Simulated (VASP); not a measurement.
A run of VASP 6.6.1:

Contents of INCAR:

```
PREC = Accurate
ENCUT = 520
EDIFF = 1E-6
ISMEAR = 0
SIGMA = 0.03
LREAL = F
LASPH = T
NELM = 100
ALGO = Normal
ISIF = 2
LWAVE = F
LCHARG = F
GGA = PE
NBANDS = 39
```

The input KPOINTS:

```
Automatic mesh
0
Gamma
  9 9 2
```

Contents of POSCAR:

```
GeSb4Te4
1.0
   -4.3299846501      0.0000000000      0.0000000000
   -2.1649923251     -3.7498767050      0.0000000000
   -1.7319938600      0.0000000000     17.6486093019
Ge Sb Te
1 4 4
Direct
   -0.2476200000      0.0000000000      0.6190500000
    0.2680736537      0.3333333333      0.1631491990
    0.6366863463      0.6666666667      0.0749508010
    0.5027393263      0.6666666667      0.4098183509
    0.0020206737      0.3333333333      0.8282816491
    0.1239059418      0.3333333333      0.5235684789
    0.3808540582      0.6666666667      0.7145315211
    0.8747933145      1.0000000000      0.3130167137
   -0.3700333145      0.0000000000      0.9250832863
```

Potentials or basis: VASP PAW PBE potentials, release 64 (Ge_d, Sb, Te).

Run with:

```bash
$ cat potpaw_PBE.64/Ge_d/POTCAR potpaw_PBE.64/Sb/POTCAR potpaw_PBE.64/Te/POTCAR > POTCAR
$ mpirun -np 1 vasp_std > vasp.out
```

Hardware: 1 thread of Oxide Virtual Turin-like Processor (shared host).

Problem. How long does it take, and how much memory?

Solution. Run time: 23 min on 1 thread of Oxide Virtual Turin-like Processor, with other jobs on the host, peak memory 0.9 GiB. Counts: scf iterations 15, k points 82.
